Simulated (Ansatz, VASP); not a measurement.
## Two plane-wave programs on PtSe2

```
Pt Se
1.0
     3.32001    0.00000    0.00000
     0.00000    3.32001    0.00000
     0.00000    0.00000    5.68808
Pt Se
1 2
Cartesian
  1.6600 1.6600 0.0000
  0.0000 0.0000 1.4907
  0.0000 0.0000 4.1973
```

Alike in both runs: functional PBE; k mesh 6 × 6 × 4; occupations gaussian, width 0.1 eV; no spin polarisation.

Ansatz relaxed the structure, and its values are those at the end. VASP's run is a single point on that final structure, the one shown.

```csv
,VASP,Ansatz
version,VASP 6.6.1,Ansatz 0.2.0
potentials or method,"VASP PAW PBE potentials, release 64 (Pt, Se), cutoff 520 eV","scalar-relativistic, plane waves, PAW"
valence electrons in the cell,22,50
```

Ansatz gave:

- gap on the k mesh at the Fermi level (eV): none
- pressure (GPa): 0.0
- rms of the force components (eV/Å): 0.018

Problem. What did VASP give for the same quantities?

Solution. gap on the k mesh at the Fermi level (eV): none; pressure (GPa): -0.1; rms of the force components (eV/Å): 0.017.

A gap of «none» marks a metal or a gap that the smearing closes. VASP's potentials hold 22 valence electrons a cell and Ansatz's 50, so a difference there can come from the potentials and not from the codes.

Spin-orbit coupling is off throughout.
